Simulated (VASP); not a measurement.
Set up this calculation in VASP 6.6.1, as the native input.

* Task: single point
* Functional: r2SCAN
* Potentials or basis: VASP PAW PBE potentials, release 64 (Al, Ni)
* Cutoff: 520 eV
* k mesh: 10 × 10 × 9
* Occupations: fermi-dirac, width 0.1 eV
* Spin: collinear spin, ferromagnetic start
* Starting moments: [0.0, 1.0] μB
* Dipole correction: no
* Further INCAR settings: ALGO = Normal; EDIFF = 1e-06; NBANDS = 18

AlNi:

```
CELL_PARAMETERS angstrom
1.94513 -1.95968 0.00000
1.94513 1.95968 0.00000
0.00000 0.00000 3.10973
ATOMIC_POSITIONS crystal
Al 0.00000 0.00000 0.00000
Ni 0.50000 0.50000 0.50000
```

The input as run:

POSCAR

```
AlNi
1.0
    1.9451348912     -1.9596792015      0.0000000000
    1.9451348912      1.9596792015      0.0000000000
    0.0000000000      0.0000000000      3.1097272254
Al Ni
1 1
Direct
    0.0000000000      0.0000000000      0.0000000000
    0.5000000000      0.5000000000      0.5000000000
```

INCAR.step1

```
SYSTEM = AlNi
ALGO = Normal
EDIFF = 1E-4
ENCUT = 520
GGA = PE
ISMEAR = -1
ISPIN = 2
LASPH = .TRUE.
LCHARG = .FALSE.
LMAXMIX = 4
LREAL = .FALSE.
LWAVE = .TRUE.
MAGMOM = 0 1
NBANDS = 18
NELM = 150
PREC = Accurate
SIGMA = 0.1
```

INCAR.step2

```
SYSTEM = AlNi
ALGO = Normal
EDIFF = 1E-6
ENCUT = 520
ISIF = 2
ISMEAR = -1
ISPIN = 2
ISTART = 1
LASPH = .TRUE.
LCHARG = .FALSE.
LMAXMIX = 4
LMIXTAU = .TRUE.
LORBIT = 11
LREAL = .FALSE.
LWAVE = .FALSE.
MAGMOM = 0 1
METAGGA = R2SCAN
NBANDS = 18
NELM = 150
PREC = Accurate
SIGMA = 0.1
```

KPOINTS

```
k-points
0
G
  10 10 9
  0 0 0
```

Potentials or basis: VASP PAW PBE potentials, release 64 (Al, Ni).

Command:

```console
$ cat potpaw_PBE.64/Al/POTCAR potpaw_PBE.64/Ni/POTCAR > POTCAR
$ cp INCAR.step1 INCAR
$ mpirun -np 1 vasp_std > vasp.out
$ cp INCAR.step2 INCAR
$ mpirun -np 1 vasp_std > vasp.out
```

It gave:

```
Pressure                                              : -1.1 GPa
Net moment                                            : 0.00 μB per cell
Valence electrons inside the program's atomic spheres : Al 0.82; Ni 9.52
```

Caveat: the PAW data sets were made with another functional, which shifts forces and pressure a little.

It took 3.7 min on 1 thread of Intel(R) Xeon(R) Platinum 8488C (Sapphire Rapids), on a shared host, peak memory 0.22 GiB.
